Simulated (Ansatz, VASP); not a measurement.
## Two plane-wave programs on TaSi2

Contents of POSCAR:

```
TaSi2
1.0
   -4.7799675380      0.0000000000      0.0000000000
   -2.3899837690     -4.1395733172      0.0000000000
    0.0000000000      0.0000000000     13.1095107993
Ta Si
6 12
Direct
    0.5000000000      0.0000000000      0.0000000000
    0.5000000000      0.0000000000      0.5000000000
    1.0000000000      0.5000000000      0.3333333333
    1.0000000000      0.5000000000      0.8333333333
    0.5000000000      0.5000000000      0.1666666667
    0.5000000000      0.5000000000      0.6666666667
    0.1582725696      0.6834548607      0.0000000000
    0.1582725696      0.6834548607      0.5000000000
    0.3165451393      0.8417274304      0.3333333333
    0.3165451393      0.8417274304      0.8333333333
    0.1582725696      0.1582725696      0.1666666667
    0.1582725696      0.1582725696      0.6666666667
    0.8417274304      0.3165451393      0.0000000000
    0.8417274304      0.3165451393      0.5000000000
    0.6834548607      0.1582725696      0.3333333333
    0.6834548607      0.1582725696      0.8333333333
    0.8417274304      0.8417274304      0.1666666667
    0.8417274304      0.8417274304      0.6666666667
```

The input INCAR.step1:

```
SYSTEM = TaSi2
  PREC = Accurate
  ENCUT = 520
  ISMEAR = 0
  SIGMA = 0.15
  LREAL = Auto
  LASPH = .TRUE.
  NELM = 100
  NBANDS = 72
  GGA = PE
  ALGO = Normal
  EDIFF = 1E-4
  LWAVE = .TRUE.
  LCHARG = .FALSE.
```

File INCAR.step2:

```
SYSTEM = TaSi2
  PREC = Accurate
  ENCUT = 520
  EDIFF = 1E-6
  ISMEAR = 0
  SIGMA = 0.15
  LREAL = Auto
  LASPH = .TRUE.
  NELM = 100
  ALGO = Normal
  ISIF = 2
  LWAVE = .FALSE.
  LCHARG = .TRUE.
  METAGGA = R2SCAN
  LMIXTAU = .TRUE.
  LELF = .TRUE.
  LVHAR = .TRUE.
  NBANDS = 72
  ISTART = 1
```

Contents of KPOINTS:

```
regular mesh
0
G
  9 9 3
  0 0 0
```

Input for Ansatz:

```yaml
crystal:
  lattice:
    - [-4.779967538, 0.0, 0.0]
    - [-2.389983769, -4.1395733172, 0.0]
    - [0.0, 0.0, 13.1095107993]
  atoms:
    - { symbol: Ta, position: [0.5, 0.0, 0.0] }
    - { symbol: Ta, position: [0.5, 0.0, 0.5] }
    - { symbol: Ta, position: [1.0, 0.5, 0.3333333333] }
    - { symbol: Ta, position: [1.0, 0.5, 0.8333333333] }
    - { symbol: Ta, position: [0.5, 0.5, 0.1666666667] }
    - { symbol: Ta, position: [0.5, 0.5, 0.6666666667] }
    - { symbol: Si, position: [0.1582725696, 0.6834548607, 0.0] }
    - { symbol: Si, position: [0.1582725696, 0.6834548607, 0.5] }
    - { symbol: Si, position: [0.3165451393, 0.8417274304, 0.3333333333] }
    - { symbol: Si, position: [0.3165451393, 0.8417274304, 0.8333333333] }
    - { symbol: Si, position: [0.1582725696, 0.1582725696, 0.1666666667] }
    - { symbol: Si, position: [0.1582725696, 0.1582725696, 0.6666666667] }
    - { symbol: Si, position: [0.8417274304, 0.3165451393, 0.0] }
    - { symbol: Si, position: [0.8417274304, 0.3165451393, 0.5] }
    - { symbol: Si, position: [0.6834548607, 0.1582725696, 0.3333333333] }
    - { symbol: Si, position: [0.6834548607, 0.1582725696, 0.8333333333] }
    - { symbol: Si, position: [0.8417274304, 0.8417274304, 0.1666666667] }
    - { symbol: Si, position: [0.8417274304, 0.8417274304, 0.6666666667] }
basis:
  ecutwfc: 500
kpoints:
  mp_grid: { grid: [9, 9, 3] }
hamiltonian:
  xc: r2scan
scf:
  occupations: { method: gaussian, width: 0.15 }
output:
  forces: true
  stress: true
  eigenvalues: true
  write_density: true
  write_potential: true
  elf: true
  volumetric_format: npy
```

Alike in both runs: task single point; functional r2SCAN; k mesh 9 × 9 × 3; occupations gaussian, width 0.15 eV; no spin polarisation.

|  | VASP | Ansatz |
| --- | --- | --- |
| version | VASP 6.6.1 | Ansatz 0.2.0 |
| potentials or method | VASP PAW PBE potentials, release 64 (Ta_pv, Si), cutoff 520 eV | scalar-relativistic, plane waves, PAW |
| valence electrons in the cell | 114 | 126 |

VASP gave:

| Quantity | Value |
| --- | --- |
| gap on the k mesh at the Fermi level (eV) | none |
| pressure (GPa) | 0.3 |
| traceless stress, the component that is largest in VASP (GPa) | 0.05 |

Problem. Estimate Ansatz's values.

Solution. gap on the k mesh at the Fermi level (eV): none; pressure (GPa): 0.0; traceless stress, the component that is largest in VASP (GPa): 0.13.

VASP's potentials were made for PBE, not for r2SCAN. A gap of «none» marks a metal or a gap that the smearing closes. With one functional, cell and mesh, what is left measures potentials, basis and numerics. VASP's potentials hold 114 valence electrons a cell and Ansatz's 126, so a difference there can come from the potentials and not from the codes.

Spin-orbit coupling is off throughout.
